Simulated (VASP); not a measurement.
# SiC (Moissanite 3C) (F-43m) in VASP: a series of runs

Runs on SiC (Moissanite 3C). Level: PBEsol. Tasks: relaxation of cell and atoms.

Everything below comes from runs of VASP 6.6.1. Logs are shortened: lines on timing, memory, paths and dates and some standing lists are left out, and cuts for length are marked.

## 1. The cell of the first run

Symmetry: F-43m, No. 216, cubic system. The conventional cell has a = 4.358 Å, b = 4.358 Å, c = 4.358 Å, α = 90.00°, β = 90.00°, γ = 90.00°. Within 2.5 Å of Si (site symmetry -43m) lie 4 C at 1.89 Å. Within 2.5 Å of C (site symmetry -43m) lie 4 Si at 1.89 Å.

## 2. Relaxation of cell and atoms, PBEsol

File INCAR:

```
SYSTEM = SiC
  ALGO = Normal
  EDIFF = 1E-7
  EDIFFG = -0.02
  ENCUT = 600
  GGA = PS
  GGA_COMPAT = .FALSE.
  IBRION = 2
  ISIF = 3
  ISMEAR = -1
  LASPH = .TRUE.
  LCHARG = .FALSE.
  LREAL = .FALSE.
  LWAVE = .FALSE.
  NELM = 120
  NELMIN = 4
  NSW = 80
  PREC = Accurate
  SIGMA = 0.05
```

File KPOINTS:

```
k-points
0
G
  10 10 10
  0 0 0
```

File POSCAR:

```
SiC
1.0
    0.0000000000      2.1790000000      2.1790000000
    2.1790000000      0.0000000000      2.1790000000
    2.1790000000      2.1790000000      0.0000000000
Si C
1 1
Direct
    0.0000000000      0.0000000000      0.0000000000
    0.7500000000      0.7500000000      0.7500000000
```

Potentials or basis: VASP PAW PBE potentials, release 64 (Si, C).

Run with:

```sh
$ cat potpaw_PBE.64/Si/POTCAR potpaw_PBE.64/C/POTCAR > POTCAR
$ mpirun -np 1 vasp_std > vasp.out
```

OUTCAR:

```text
SYSTEM = SiC
   EDIFF = 1E-7
   EDIFFG = -0.02
   ENCUT = 600
   GGA = PS
   IBRION = 2
   ISIF = 3
   ISMEAR = -1
   LASPH = .TRUE.
   LREAL = .FALSE.
   NELM = 120
   NELMIN = 4
   NSW = 80
   PREC = Accurate

 ion  position               nearest neighbor table
   1  0.000  0.000  0.000-   2 1.89   2 1.89   2 1.89   2 1.89
   2  0.750  0.750  0.750-   1 1.89   1 1.89   1 1.89   1 1.89

  LATTYP: Found a face centered cubic cell.
 ALAT       =     4.3580000000

  Lattice vectors:

 A1 = (   0.0000000000,   2.1790000000,   2.1790000000)
 A2 = (   2.1790000000,   0.0000000000,   2.1790000000)
 A3 = (   2.1790000000,   2.1790000000,   0.0000000000)

Analysis of symmetry for initial positions (statically):
=====================================================================
 Subroutine PRICEL returns:
 Original cell was already a primitive cell.

 Routine SETGRP: Setting up the symmetry group for a
 face centered cubic supercell.

 Subroutine GETGRP returns: Found 24 space group operations
 (whereof 24 operations were pure point group operations)
 out of a pool of 48 trial point group operations.

The static configuration has the point symmetry T_d .

Analysis of symmetry for dynamics (positions and initial velocities):
=====================================================================
 Subroutine PRICEL returns:
 Original cell was already a primitive cell.

 Routine SETGRP: Setting up the symmetry group for a
 face centered cubic supercell.

 Subroutine GETGRP returns: Found 24 space group operations
 (whereof 24 operations were pure point group operations)
 out of a pool of 48 trial point group operations.

The dynamic configuration has the point symmetry T_d .

 Subroutine INISYM returns: Found 24 space group operations
 (whereof 24 operations are pure point group operations),
 and found     1 'primitive' translations

----------------------------------------------------------------------------------------

                                     Primitive cell

  volume of cell :      20.6920

  direct lattice vectors                    reciprocal lattice vectors
     0.000000000  2.179000000  2.179000000    -0.229463056  0.229463056  0.229463056
     2.179000000  0.000000000  2.179000000     0.229463056 -0.229463056  0.229463056
     2.179000000  2.179000000  0.000000000     0.229463056  0.229463056 -0.229463056

  length of vectors
[... 81 lines left out ...]
   NELM   =    120;   NELMIN=  4; NELMDL= -5     # of ELM steps
   EDIFF  = 0.1E-06   stopping-criterion for ELM
   LREAL  =      F    real-space projection
   EDIFFG = -.2E-01   stopping-criterion for IOM
   NSW    =     80    number of steps for IOM
   IBRION =      2    ionic relax: 0-MD 1-quasi-New 2-CG
   NFREE  =      1    steps in history (QN), initial steepest desc. (CG)
   ISIF   =      3    stress and relaxation
   ISYM   =      2    0-nonsym 1-usesym 2-fastsym
   POTIM  = 0.5000    time-step for ionic-motion
   TEBEG  =    0.0;   TEEND  =   0.0 temperature during run
   PSTRESS=    0.0 pullay stress
   NELECT =       8.0000    total number of electrons
   NUPDOWN=      -1.0000    fix difference up-down
   EMIN   =  10.00;   EMAX   =-10.00  energy-range for DOS
   EFERMI =   0.00;   METHOD = LEGACY
   ISMEAR =    -1;   SIGMA  =   0.05  broadening in eV -4-tet -1-fermi 0-gaus
   EFERMI_NEDOS =   21; number of points for ismear=-14 and -15
   IALGO  =     38    algorithm
   IMIX   =      4    mixing-type and parameters
     AMIX     =   0.40;   BMIX     =  1.00
     AMIX_MAG =   1.60;   BMIX_MAG =  1.00
  volume/ion in A,a.u.               =      10.35        69.82
  Fermi-wavevector in a.u.,A,eV,Ry     =   1.192626  2.253736 19.352338  1.422357
  Thomas-Fermi vector in A             =   2.328660
   LORBIT       =      0    0 simple, 1 ext, 2 COOP (PROOUT), +10 PAW based schemes
   GGA     = PS    functional components
   LHFCALC =     F    Hartree Fock is set to
   AEXX    =    0.0000 exact exchange contribution
   IVDW    =     0    specifies the selected vdW correction
   LEPSILON=     F    determine dielectric tensor
   LRPA    =     F    only Hartree local field effects (RPA)
 conjugate gradient relaxation of ions
 non-spin polarized calculation
  energy-cutoff  :      600.00
  volume of cell :       20.69
 maximum number of plane-waves:       701
 NGX is ok and might be reduce to    28
   NGX = 13   NGY = 13   NGZ = 13

 number of electron       8.0000000 magnetization

 Free energy of the ion-electron system (eV)
  ---------------------------------------------------
  ext. energy  EPLUGINS =         0.00000000
  ---------------------------------------------------
  free energy    TOTEN  =       -15.91610825 eV

  energy without entropy =      -15.91610819  energy(sigma->0) =      -15.91610822

 E-fermi :   8.6925     XC(G=0): -11.5048

 val. band max:        8.0559495798   @ k =   0.0000   0.0000   0.0000
 cond. band min:       9.2901665636   @ k =   0.5000   0.5000   0.0000
 fundamental gap:      1.2342169839
 Fermi energy:         8.6925279597

 k-point     1 :       0.0000    0.0000    0.0000
  band No.  band energies     occupation
      1      -7.3681      2.00000
      2       8.0559      1.99999
      3       8.0559      1.99999
      4       8.0559      1.99999
      5      14.2428      0.00000
      6      15.2991      0.00000
      7      15.2991      0.00000
      8      15.2991      0.00000
[... 243 lines left out ...]
 k-point    24 :       0.4000    0.3000    0.0000
  band No.  band energies     occupation
      1      -4.2085      2.00000
      2       2.4699      2.00000
      3       4.8721      2.00000
      4       5.4098      2.00000
      5      10.8128      0.00000
      6      13.5682      0.00000
      7      19.6090      0.00000
      8      19.9188      0.00000

 [... further k-points ...]
[... 5 lines left out ...]
  --------------------------------------------------------------------------------------
  -------------------------------------------------------------------------------------
  Total        0.0051830      0.0051830      0.0051830     -0.0000000      0.0000000      0.0000000
  in kB        0.4013180      0.4013180      0.4013180     -0.0000000      0.0000000      0.0000000
  external PRESSURE =       0.4013180 kB  Pullay stress =       0.0000000 kB

 VOLUME and BASIS-vectors are now :
 -----------------------------------------------------------------------------
  energy-cutoff  :      600.00
  volume of cell :       20.69
      direct lattice vectors                 reciprocal lattice vectors
     0.000000000  2.179000000  2.179000000    -0.229463056  0.229463056  0.229463056
     2.179000000  0.000000000  2.179000000     0.229463056 -0.229463056  0.229463056
     2.179000000  2.179000000  0.000000000     0.229463056  0.229463056 -0.229463056

 POSITION                                       TOTAL-FORCE (eV/Angst)
 -----------------------------------------------------------------------------------
      0.00000      0.00000      0.00000        -0.000000     -0.000000     -0.000000
      3.26850      3.26850      3.26850         0.000000      0.000000      0.000000
 -----------------------------------------------------------------------------------
    total drift:                                0.000000      0.000000      0.000000

  FREE ENERGIE OF THE ION-ELECTRON SYSTEM (eV)
  ---------------------------------------------------
  free  energy   TOTEN  =       -15.9161082453 eV

  energy  without entropy=      -15.9161081916  energy(sigma->0) =      -15.91610822

 reached required accuracy - stopping structural energy minimisation
```

OSZICAR:

```text
N       E                     dE             d eps       ncg     rms          rms(c)
DAV:   1     0.614667830206E+01    0.61467E+01   -0.43973E+03   760   0.950E+02
DAV:   2    -0.172942804435E+02   -0.23441E+02   -0.22389E+02  1080   0.115E+02
DAV:   3    -0.177115266601E+02   -0.41725E+00   -0.41725E+00   864   0.191E+01
DAV:   4    -0.177128866007E+02   -0.13599E-02   -0.13599E-02  1152   0.117E+00
DAV:   5    -0.177128871778E+02   -0.57708E-06   -0.57708E-06   912   0.209E-02    0.873E+00
DAV:   6    -0.159997483313E+02    0.17131E+01   -0.70911E+00   808   0.150E+01    0.389E+00
DAV:   7    -0.159304712753E+02    0.69277E-01   -0.33533E-01  1144   0.406E+00    0.175E+00
DAV:   8    -0.159160923644E+02    0.14379E-01   -0.19426E-02   824   0.121E+00    0.155E-01
DAV:   9    -0.159160681499E+02    0.24214E-04   -0.77080E-04  1168   0.220E-01    0.102E-01
DAV:  10    -0.159161080648E+02   -0.39915E-04   -0.84988E-05   992   0.728E-02    0.213E-02
DAV:  11    -0.159161080413E+02    0.23539E-07   -0.12765E-05  1016   0.223E-02    0.411E-03
DAV:  12    -0.159161082070E+02   -0.16573E-06   -0.53520E-07   816   0.574E-03    0.754E-04
DAV:  13    -0.159161082453E+02   -0.38232E-07   -0.33980E-08   576   0.159E-03
   1 F= -.15916108E+02 E0= -.15916108E+02  d E =-.159161E+02
```

CONTCAR:

```text
SiC
   1.00000000000000
     0.0000000000000000    2.1789999999999998    2.1789999999999998
     2.1789999999999998    0.0000000000000000    2.1789999999999998
     2.1789999999999998    2.1789999999999998    0.0000000000000000
  Si              C
     1     1
Direct
     0.0000000000000000    0.0000000000000000    0.0000000000000000
     0.7500000000000000    0.7500000000000000    0.7500000000000000

  0.00000000E+00  0.00000000E+00  0.00000000E+00
  0.00000000E+00  0.00000000E+00  0.00000000E+00
```

Run time: 15 s. Hardware: 1 thread of Intel Xeon Platinum 8375C at 2.90GHz (Ice Lake), shared host; peak memory 0.15 GiB.

Results:

```
Free energy             : -15.9161 eV
Pressure after relaxing : 0.0 GPa
Band gap on the k mesh  : 1.23 eV, indirect (least direct gap 4.44 eV)
```

Final structure:
```xyz
2
Lattice="0.0000 2.1790 2.1790 2.1790 0.0000 2.1790 2.1790 2.1790 0.0000" Properties=species:S:1:pos:R:3 pbc="T T T"
Si    0.0000    0.0000    0.0000
C     3.2685    3.2685    3.2685
```

Levels at points of the mesh, in eV from the valence-band top:
```tsv
k point	band 1	band 2	band 3	band 4	band 5	band 6	band 7	band 8
(0.00, 0.00, 0.00)	-15.42	0.00	0.00	0.00	6.19	7.24	7.24	7.24
(0.50, 0.00, 0.00)	-11.82	-8.60	-1.06	-1.06	5.37	7.14	7.14	9.92
(0.50, 0.50, 0.00)	-10.36	-7.83	-3.21	-3.21	1.23	4.20	13.95	13.95
```

Caveat: the relaxation stopped at its first step, so nothing moved; the PAW data sets were made with another functional, which shifts forces and pressure a little.

## 3. Relaxation of cell and atoms, PBEsol, target pressure 5 GPa, at which the enthalpy is minimised

File INCAR:

```
SYSTEM = SiC
PREC = Accurate ; ENCUT = 600
EDIFF = 1E-7 ; ISMEAR = -1
SIGMA = 0.05 ; LREAL = .False.
LASPH = .True. ; NELM = 120
ALGO = Normal ; ISIF = 3
LWAVE = .False. ; LCHARG = .False.
GGA = PS ; IBRION = 2
NSW = 80 ; EDIFFG = -0.02
PSTRESS = 50.0 ; GGA_COMPAT = .False.
NELMIN = 4
```

File KPOINTS:

```
regular mesh
0
Gamma
  10 10 10
  0 0 0
```

POSCAR is that of step 2.

Potentials or basis: VASP PAW PBE potentials, release 64 (Si, C).

Run with:

```sh
$ cat potpaw_PBE.64/Si/POTCAR potpaw_PBE.64/C/POTCAR > POTCAR
$ mpirun -np 1 vasp_std > vasp.out
```

Run time: 27 s. Hardware: 1 thread of Intel Xeon Platinum 8375C at 2.90GHz (Ice Lake), shared host; peak memory 0.15 GiB.

Results (log left out):

```yaml
Free_energy: -15.9094 eV
Relaxed_volume: 10.13 Å³/atom
Relaxed_cell: a = 3.060 Å, b = 3.060 Å, c = 3.060 Å, α = 60.00°, β = 60.00°, γ = 60.00°
Space_group_after_relaxing_to_0.05_Å: F-43m (No. 216)
Energy_change_on_relaxing_the_enthalpy_is_what_falls: +3.4 meV/atom
Ionic_steps: 3
Pressure_after_relaxing: 5.0 GPa
Band_gap_on_the_k_mesh: 1.21 eV, indirect (least direct gap 4.47 eV)
```

The path:
| step | energy change (eV) | largest force (eV/Å) | pressure (GPa) | volume (Å³) |
| --- | --- | --- | --- | --- |
| 1 | 0.0000 | 0.0000 | 0.04 | 20.69 |
| 2 | 0.0323 | 0.0000 | 11.34 | 19.75 |
| 3 | 0.0068 | 0.0000 | 4.98 | 20.25 |

Final structure:
```
Si C
1.0
     0.00000    2.16347    2.16347
     2.16347    0.00000    2.16347
     2.16347    2.16347    0.00000
Si C
1 1
Direct
  0.00000 0.00000 0.00000
  0.75000 0.75000 0.75000
```

Levels at points of the mesh, in eV from the valence-band top:
| k point | band 1 | band 2 | band 3 | band 4 | band 5 | band 6 | band 7 | band 8 |
| --- | --- | --- | --- | --- | --- | --- | --- | --- |
| (0.00, 0.00, 0.00) | -15.59 | 0.00 | 0.00 | 0.00 | 6.44 | 7.39 | 7.39 | 7.39 |
| (0.50, 0.00, 0.00) | -11.91 | -8.72 | -1.06 | -1.06 | 5.57 | 7.23 | 7.23 | 10.03 |
| (0.50, 0.50, 0.00) | -10.42 | -7.90 | -3.25 | -3.25 | 1.21 | 4.27 | 14.20 | 14.20 |

Caveat: the cell is relaxed towards a set pressure, so the enthalpy falls and the energy may rise; the PAW data sets were made with another functional, which shifts forces and pressure a little. A k mesh can miss the band edges.

## 4. Relaxation of cell and atoms, PBEsol, target pressure 10 GPa, at which the enthalpy is minimised

File INCAR:

```
SYSTEM = SiC
  PREC = Accurate
  ENCUT = 600
  EDIFF = 1E-7
  ISMEAR = -1
  SIGMA = 0.05
  LREAL = .FALSE.
  LASPH = .TRUE.
  NELM = 120
  ALGO = Normal
  ISIF = 3
  LWAVE = .FALSE.
  LCHARG = .FALSE.
  GGA = PS
  IBRION = 2
  NSW = 80
  EDIFFG = -0.02
  PSTRESS = 100.0
  GGA_COMPAT = .FALSE.
  NELMIN = 4
```

File KPOINTS:

```
Automatic mesh
0
G
  10 10 10
  0 0 0
```

POSCAR is that of step 3.

Potentials or basis: VASP PAW PBE potentials, release 64 (Si, C).

Run with:

```sh
$ cat potpaw_PBE.64/Si/POTCAR potpaw_PBE.64/C/POTCAR > POTCAR
$ mpirun -np 1 vasp_std > vasp.out
```

OUTCAR:

```text
SYSTEM = SiC
   PREC = Accurate
   ENCUT = 600
   EDIFF = 1E-7
   ISMEAR = -1
   LREAL = .FALSE.
   LASPH = .TRUE.
   NELM = 120
   ISIF = 3
   GGA = PS
   IBRION = 2
   NSW = 80
   EDIFFG = -0.02
   PSTRESS = 100.0
   NELMIN = 4

 ion  position               nearest neighbor table
   1  0.000  0.000  0.000-   2 1.89   2 1.89   2 1.89   2 1.89
   2  0.750  0.750  0.750-   1 1.89   1 1.89   1 1.89   1 1.89

  LATTYP: Found a face centered cubic cell.
 ALAT       =     4.3580000000

  Lattice vectors:

 A1 = (   0.0000000000,   2.1790000000,   2.1790000000)
 A2 = (   2.1790000000,   0.0000000000,   2.1790000000)
 A3 = (   2.1790000000,   2.1790000000,   0.0000000000)

Analysis of symmetry for initial positions (statically):
=====================================================================
 Subroutine PRICEL returns:
 Original cell was already a primitive cell.

 Routine SETGRP: Setting up the symmetry group for a
 face centered cubic supercell.

 Subroutine GETGRP returns: Found 24 space group operations
 (whereof 24 operations were pure point group operations)
 out of a pool of 48 trial point group operations.

[... 168 lines left out ...]
  Direction    XX          YY          ZZ          XY          YZ          ZX
  --------------------------------------------------------------------------------------
  -------------------------------------------------------------------------------------
  Total        0.0051830      0.0051830      0.0051830     -0.0000000      0.0000000      0.0000000
  in kB        0.4013180      0.4013180      0.4013180     -0.0000000      0.0000000      0.0000000
  external PRESSURE =     -99.5986820 kB  Pullay stress =     100.0000000 kB
[... 63 lines left out ...]
--------------------------------------- Ionic step        3  -------------------------------------------

 number of electron       8.0000000 magnetization

 Free energy of the ion-electron system (eV)
  ---------------------------------------------------
  ext. energy  EPLUGINS =         0.00000000
  ---------------------------------------------------
  free energy    TOTEN  =       -15.89118525 eV

  energy without entropy =      -15.89118517  energy(sigma->0) =      -15.89118521

 E-fermi :   9.1425     XC(G=0): -11.6827

 val. band max:        8.5240024378   @ k =   0.0000   0.0000   0.0000
 cond. band min:       9.7199016395   @ k =   0.5000   0.5000   0.0000
 fundamental gap:      1.1958992018
 Fermi energy:         9.1425039139

 k-point     1 :       0.0000    0.0000    0.0000
  band No.  band energies     occupation
      1      -7.2272      2.00000
      2       8.5240      1.99999
      3       8.5240      1.99999
      4       8.5240      1.99999
      5      15.1907      0.00000
      6      16.0563      0.00000
      7      16.0563      0.00000
      8      16.0563      0.00000
[... 243 lines left out ...]
 k-point    24 :       0.4000    0.3000    0.0000
  band No.  band energies     occupation
      1      -3.9576      2.00000
      2       2.8902      2.00000
      3       5.2581      2.00000
      4       5.8136      2.00000
      5      11.3109      0.00000
      6      14.2074      0.00000
      7      20.5257      0.00000
      8      20.7789      0.00000

 [... further k-points ...]
[... 5 lines left out ...]
  --------------------------------------------------------------------------------------
  -------------------------------------------------------------------------------------
  Total        1.2241200      1.2241200      1.2241200     -0.0000000      0.0000000      0.0000000
  in kB       98.7615659     98.7615659     98.7615659     -0.0000000      0.0000000      0.0000000
  external PRESSURE =      -1.2384341 kB  Pullay stress =     100.0000000 kB
[... 21 lines left out ...]
  energy  without entropy=      -15.8911851739  energy(sigma->0) =      -15.89118521

  enthalpy is  TOTEN    =       -14.6517152002 eV   P V=        1.2394700519

 reached required accuracy - stopping structural energy minimisation
```

Wall time 36 s (1 thread of Intel Xeon Platinum 8375C at 2.90GHz (Ice Lake), shared host); peak memory 0.15 GiB.

What came out:

```yaml
Free_energy: -15.8912 eV
Relaxed_volume: 9.93 Å³/atom
Relaxed_cell: a = 3.040 Å, b = 3.040 Å, c = 3.040 Å, α = 60.00°, β = 60.00°, γ = 60.00°
Space_group_after_relaxing_to_0.05_Å: F-43m (No. 216)
Energy_change_on_relaxing_the_enthalpy_is_what_falls: +12.5 meV/atom
Ionic_steps: 3
Pressure_after_relaxing: 9.9 GPa
Band_gap_on_the_k_mesh: 1.20 eV, indirect (least direct gap 4.49 eV)
```

Step by step:
| step | energy change (eV) | largest force (eV/Å) | pressure (GPa) | volume (Å³) |
| --- | --- | --- | --- | --- |
| 1 | 0.0000 | 0.0000 | 0.04 | 20.69 |
| 2 | 0.1357 | 0.0000 | 25.11 | 18.83 |
| 3 | 0.0249 | 0.0000 | 9.88 | 19.86 |

Final structure:
```xyz
2
Lattice="0.0000 2.1493 2.1493 2.1493 0.0000 2.1493 2.1493 2.1493 0.0000" Properties=species:S:1:pos:R:3 pbc="T T T"
Si    0.0000    0.0000    0.0000
C     3.2240    3.2240    3.2240
```

Levels at points of the mesh, in eV from the valence-band top:
| k point | band 1 | band 2 | band 3 | band 4 | band 5 | band 6 | band 7 | band 8 |
| --- | --- | --- | --- | --- | --- | --- | --- | --- |
| (0.00, 0.00, 0.00) | -15.75 | 0.00 | 0.00 | 0.00 | 6.67 | 7.53 | 7.53 | 7.53 |
| (0.50, 0.00, 0.00) | -11.99 | -8.83 | -1.06 | -1.06 | 5.75 | 7.31 | 7.31 | 10.14 |
| (0.50, 0.50, 0.00) | -10.49 | -7.97 | -3.29 | -3.29 | 1.20 | 4.34 | 14.43 | 14.43 |

Caveat: the cell is relaxed towards a set pressure, so the enthalpy falls and the energy may rise; the PAW data sets were made with another functional, which shifts forces and pressure a little. A k mesh can miss the band edges.

[end of part 1 of 2]
